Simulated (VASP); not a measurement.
# CaI (P-6m2) in VASP: a series of runs, part 2 of 2

VASP 6.6.1. Earlier steps stand in the parts before.

**3. Single point, PBE**

This run uses another cell than the first one, of 36.12 Å³/atom.

INCAR reads:

```
ALGO = Normal
EDIFF = 1E-6
ENCUT = 520
GGA = PE
ISIF = 2
ISMEAR = 1
LASPH = True
LCHARG = False
LREAL = False
LWAVE = False
NBANDS = 16
NELM = 100
PREC = Accurate
SIGMA = 0.1
```

KPOINTS reads:

```
k-points
0
Gamma
  8 8 6
```

POSCAR reads:

```
CaI
1.0
    4.2281508443      0.0000000000      0.0000000000
   -2.1140754221      3.6616865877      0.0000000000
    0.0000000000      0.0000000000      4.6659817667
Ca I
1 1
Direct
    0.0000000000      0.0000000000      0.5000000000
    0.6666666667      0.3333333333      0.0000000000
```

Potentials or basis: VASP PAW PBE potentials, release 64 (Ca_sv, I).

The run is started by

```sh
$ cat potpaw_PBE.64/Ca_sv/POTCAR potpaw_PBE.64/I/POTCAR > POTCAR
$ mpirun -np 1 vasp_std > vasp.out
```

OUTCAR:

```text
EDIFF = 1E-6
   ENCUT = 520
   GGA = PE
   ISIF = 2
   ISMEAR = 1
   LASPH = True
   LREAL = False
   NELM = 100
   PREC = Accurate

 ion  position               nearest neighbor table
   1  0.000  0.000  0.500-
   2  0.667  0.333  0.000-

  LATTYP: Found a hexagonal cell.
 ALAT       =     4.2281508443
 C/A-ratio  =     1.1035513960

  Lattice vectors:

 A1 = (   4.2281508443,   0.0000000000,   0.0000000000)
 A2 = (  -2.1140754221,   3.6616865877,   0.0000000000)
 A3 = (   0.0000000000,   0.0000000000,   4.6659817667)

Analysis of symmetry for initial positions (statically):
=====================================================================
 Subroutine PRICEL returns:
 Original cell was already a primitive cell.

 Routine SETGRP: Setting up the symmetry group for a
 hexagonal supercell.

 Subroutine GETGRP returns: Found 12 space group operations
 (whereof 12 operations were pure point group operations)
 out of a pool of 24 trial point group operations.

The static configuration has the point symmetry D_3h.

Analysis of symmetry for dynamics (positions and initial velocities):
=====================================================================
 Subroutine PRICEL returns:
 Original cell was already a primitive cell.

 Routine SETGRP: Setting up the symmetry group for a
 hexagonal supercell.

 Subroutine GETGRP returns: Found 12 space group operations
 (whereof 12 operations were pure point group operations)
 out of a pool of 24 trial point group operations.

The dynamic configuration has the point symmetry D_3h.

 Subroutine INISYM returns: Found 12 space group operations
 (whereof 12 operations are pure point group operations),
 and found     1 'primitive' translations

----------------------------------------------------------------------------------------

                                     Primitive cell

  volume of cell :      72.2395

  direct lattice vectors                    reciprocal lattice vectors
     4.228150844  0.000000000  0.000000000     0.236510010  0.136549098  0.000000000
    -2.114075422  3.661686588  0.000000000     0.000000000  0.273098196  0.000000000
     0.000000000  0.000000000  4.665981767     0.000000000  0.000000000  0.214317168

  length of vectors
     4.228150844  4.228151317  4.665981767     0.273098226  0.273098196  0.214317168

  position of ions in fractional coordinates (direct lattice)
     0.000000000  0.000000000  0.500000000
     0.666666667  0.333333333  0.000000000

  ion indices of the primitive-cell ions
   primitive index   ion index
                 1           1
                 2           2

----------------------------------------------------------------------------------------

 KPOINTS: k-points

Automatic generation of k-mesh.
 Grid dimensions read from file:
 generate k-points for:    8    8    6

 Generating k-lattice:

  Cartesian coordinates                     Fractional coordinates (reciprocal lattice)
     0.029563751  0.017068637  0.000000000     0.125000000  0.000000000  0.000000000
     0.000000000  0.034137274  0.000000000     0.000000000  0.125000000  0.000000000
     0.000000000  0.000000000  0.035719528     0.000000000  0.000000000  0.166666667

  Length of vectors
     0.034137278  0.034137274  0.035719528

  Shift w.r.t. Gamma in fractional coordinates (k-lattice)
     0.000000000  0.000000000  0.000000000

 Subroutine IBZKPT returns following result:
 ===========================================

 Found     40 irreducible k-points:

 Following reciprocal coordinates:
            Coordinates               Weight
  0.000000  0.000000  0.000000      1.000000
  0.125000  0.000000  0.000000      6.000000
  0.250000  0.000000  0.000000      6.000000
  0.375000  0.000000  0.000000      6.000000
  0.500000  0.000000  0.000000      3.000000
  0.125000  0.125000  0.000000      6.000000
[... 16 lines left out ...]
  0.250000  0.000000  0.333333     12.000000
  0.375000  0.000000  0.333333     12.000000
 [... further k-points ...]
   k-points           NKPTS =     40   k-points in BZ     NKDIM =     40   number of bands    NBANDS=     16
   number of dos      NEDOS =    301   number of ions     NIONS =      2
   total plane-waves  NPLWV =  36864
   dimension x,y,z NGX =    32 NGY =   32 NGZ =   36
   dimension x,y,z NGXF=    64 NGYF=   64 NGZF=   72
   ions per type =               1   1
   NGX,Y,Z   is equivalent  to a cutoff of  12.58, 12.58, 12.83 a.u.
   NGXF,Y,Z  is equivalent  to a cutoff of  25.16, 25.16, 25.65 a.u.
 SYSTEM =  unknown system
   PREC   = accura    normal or accurate (medium, high low for compatibility)
   ISTART =      0    job   : 0-new  1-cont  2-samecut
   ICHARG =      2    charge: 1-file 2-atom 10-const
   ISPIN  =      1    spin polarized calculation?
   LNONCOLLINEAR =      F non collinear calculations
   LSORBIT =      F    spin-orbit coupling
   LASPH  =      T    aspherical Exc in radial PAW
   ENCUT  =  520.0 eV  38.22 Ry    6.18 a.u.   7.86  7.86  8.68*2*pi/ulx,y,z
   NELM   =    100;   NELMIN=  2; NELMDL= -5     # of ELM steps
   EDIFF  = 0.1E-05   stopping-criterion for ELM
   LREAL  =      F    real-space projection
   EDIFFG = 0.1E-04   stopping-criterion for IOM
   NSW    =      0    number of steps for IOM
   IBRION =     -1    ionic relax: 0-MD 1-quasi-New 2-CG
   NFREE  =      0    steps in history (QN), initial steepest desc. (CG)
   ISIF   =      2    stress and relaxation
   ISYM   =      2    0-nonsym 1-usesym 2-fastsym
   POTIM  = 0.5000    time-step for ionic-motion
   TEBEG  =    0.0;   TEEND  =   0.0 temperature during run
   PSTRESS=    0.0 pullay stress
   NELECT =      17.0000    total number of electrons
   NUPDOWN=      -1.0000    fix difference up-down
   EMIN   =  10.00;   EMAX   =-10.00  energy-range for DOS
   EFERMI =   0.00;   METHOD = LEGACY
   ISMEAR =     1;   SIGMA  =   0.10  broadening in eV -4-tet -1-fermi 0-gaus
   EFERMI_NEDOS =   21; number of points for ismear=-14 and -15
   IALGO  =     38    algorithm
   IMIX   =      4    mixing-type and parameters
     AMIX     =   0.40;   BMIX     =  1.00
     AMIX_MAG =   1.60;   BMIX_MAG =  1.00
  volume/ion in A,a.u.               =      36.12       243.75
  Fermi-wavevector in a.u.,A,eV,Ry     =   1.010725  1.909993 13.899230  1.021565
  Thomas-Fermi vector in A             =   2.143731
   LORBIT       =      0    0 simple, 1 ext, 2 COOP (PROOUT), +10 PAW based schemes
   GGA     = PE    functional components
   LHFCALC =     F    Hartree Fock is set to
   AEXX    =    0.0000 exact exchange contribution
   IVDW    =     0    specifies the selected vdW correction
   LEPSILON=     F    determine dielectric tensor
   LRPA    =     F    only Hartree local field effects (RPA)
 non-spin polarized calculation
 Methfessel and Paxton  Order N= 1 SIGMA  =   0.10
  energy-cutoff  :      520.00
  volume of cell :       72.24
 maximum number of plane-waves:      1960
 NGX is ok and might be reduce to    32
   NGX = 15   NGY = 15   NGZ = 17

 number of electron      17.0000000 magnetization

 Free energy of the ion-electron system (eV)
  ---------------------------------------------------
  ext. energy  EPLUGINS =         0.00000000
  ---------------------------------------------------
  free energy    TOTEN  =        -5.38140017 eV

  energy without entropy =       -5.38095142  energy(sigma->0) =       -5.38125059

 E-fermi :   5.1627     XC(G=0):  -8.4622

 val. band max:        5.1575557539   @ k =   0.5000   0.0000   0.1667
 cond. band min:       5.1691300404   @ k =   0.2500   0.1250   0.3333
 fundamental gap:      0.0115742865
 Fermi energy:         5.1626596141

 k-point     1 :       0.0000    0.0000    0.0000
  band No.  band energies     occupation
      1     -37.4690      2.00000
      2     -18.5191      2.00000
      3     -18.4293      2.00000
      4     -18.4292      2.00000
      5      -9.7996      2.00000
      6       0.4262      2.00000
[... 8 lines left out ...]
     15      10.0060      0.00000
     16      10.3942      0.00000
[... 419 lines left out ...]
 k-point    24 :       0.3750    0.0000    0.3333
  band No.  band energies     occupation
      1     -37.4659      2.00000
      2     -18.5235      2.00000
      3     -18.4715      2.00000
      4     -18.4385      2.00000
      5      -9.3920      2.00000
      6      -0.5074      2.00000
[... 8 lines left out ...]
     15       9.0751      0.00000
     16      10.0841      0.00000

 [... further k-points ...]

------------------------ aborting loop because EDIFF is reached ----------------------------------------

  FORCE on cell =-STRESS in cart. coord.  units (eV):
  Direction    XX          YY          ZZ          XY          YZ          ZX
  --------------------------------------------------------------------------------------
  -------------------------------------------------------------------------------------
  Total       -0.6153858     -0.6153860     -0.3906751     -0.0000000     -0.0000000      0.0000000
  in kB      -13.6484520    -13.6484561     -8.6646611     -0.0000000     -0.0000000      0.0000000
  external PRESSURE =     -11.9871898 kB  Pullay stress =       0.0000000 kB

 VOLUME and BASIS-vectors are now :
 -----------------------------------------------------------------------------
  energy-cutoff  :      520.00
  volume of cell :       72.24
      direct lattice vectors                 reciprocal lattice vectors
     4.228150844  0.000000000  0.000000000     0.236510010  0.136549098  0.000000000
    -2.114075422  3.661686588  0.000000000     0.000000000  0.273098196  0.000000000
     0.000000000  0.000000000  4.665981767     0.000000000  0.000000000  0.214317168

 POSITION                                       TOTAL-FORCE (eV/Angst)
 -----------------------------------------------------------------------------------
      0.00000      0.00000      2.33299        -0.000000      0.000000      0.000000
      2.11408      1.22056      0.00000         0.000000      0.000000      0.000000
 -----------------------------------------------------------------------------------
    total drift:                               -0.000000     -0.000002      0.000000

  FREE ENERGIE OF THE ION-ELECTRON SYSTEM (eV)
  ---------------------------------------------------
  free  energy   TOTEN  =        -5.3814001683 eV

  energy  without entropy=       -5.3809514190  energy(sigma->0) =       -5.38125059
```

stdout:

```text
POSCAR found type information on POSCAR CaI
 POSCAR found :  2 types and       2 ions
 scaLAPACK will be used
 LDA part: xc-table for (Slater+PW92), standard interpolation
 POSCAR, INCAR and KPOINTS ok, starting setup
 FFT: planning ... GRIDC
 FFT: planning ... GRID_SOFT
 FFT: planning ... GRID
 WAVECAR not read
 entering main loop
```

It took 28 s on 1 thread of Intel Xeon Platinum 8259CL at 2.50GHz (Skylake/Cascade Lake), shared host; peak memory 0.2 GiB.

Results:

```yaml
Free_energy: -5.3814 eV
Pressure: -1.2 GPa
Band_gap_on_the_k_mesh: zero (an odd number of electrons rules out a gap without spin polarisation)
```

Levels at points of the mesh, in eV from the Fermi level:
| k point | band 5 | band 6 | band 7 | band 8 | band 9 | band 10 | band 11 | band 12 | band 13 | band 14 |
| --- | --- | --- | --- | --- | --- | --- | --- | --- | --- | --- |
| (0.00, 0.00, 0.00) | -14.96 | -4.74 | -3.65 | -3.65 | -1.51 | 0.56 | 2.10 | 2.10 | 2.31 | 2.31 |
| (0.50, 0.00, 0.00) | -14.54 | -6.17 | -4.57 | -4.11 | -0.06 | 0.97 | 1.90 | 2.07 | 2.70 | 3.05 |
| (0.00, 0.00, 0.50) | -14.79 | -6.37 | -3.55 | -3.55 | 1.26 | 1.43 | 1.43 | 2.06 | 2.11 | 2.11 |
| (0.50, 0.00, 0.50) | -14.49 | -5.78 | -5.47 | -4.22 | -0.52 | 1.59 | 2.17 | 2.99 | 3.17 | 3.31 |

Caveat: spin-orbit coupling is left out, which moves the levels of the heavy elements; an odd number of electrons without spin polarisation forces a metal; a magnetic or distorted state may lie lower.
